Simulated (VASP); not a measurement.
The system is AgCl.

```
Ag Cl
1.0
     0.00000    2.80571    2.80571
     2.80571    0.00000    2.80571
     2.80571    2.80571    0.00000
Ag Cl
1 1
Direct
  0.00000 0.00000 0.00000
  0.50000 0.50000 0.50000
```

- Program: VASP 6.6.1
- Task: relaxation of cell and atoms
- Functional: r2SCAN
- Potentials or basis: VASP PAW PBE potentials, release 64 (Ag, Cl)
- Cutoff: 600 eV
- k mesh: 8 × 8 × 8
- Occupations: fermi-dirac, width 0.02 eV
- Spin: no spin polarisation

At the start: pressure -1.7 GPa; volume 22.09 Å³/atom.

Task: Where does the relaxation end?

Result: Over 3 steps the energy falls by 4.3 meV/atom and the volume is 21.31 Å³/atom (-3.5 %); space group Fm-3m (No. 225, to 0.1 Å) before and after.

The path:
```tsv
step	energy change (eV)	largest force (eV/Å)	pressure (GPa)	volume (Å³)
1	0.0000	0.0000	-1.68	44.17
2	-0.0085	0.0000	-0.12	42.71
3	-0.0086	0.0000	-0.02	42.61
```

Final structure:
```yaml
crystal:
  lattice:
    - [0.00000, 2.77224, 2.77224]
    - [2.77224, 0.00000, 2.77224]
    - [2.77224, 2.77224, 0.00000]
  atoms:
    - { symbol: Ag, position: [0.00000, 0.00000, 0.00000] }
    - { symbol: Cl, position: [0.50000, 0.50000, 0.50000] }
```

Caveat: the PAW data sets were made with another functional, which shifts forces and pressure a little.
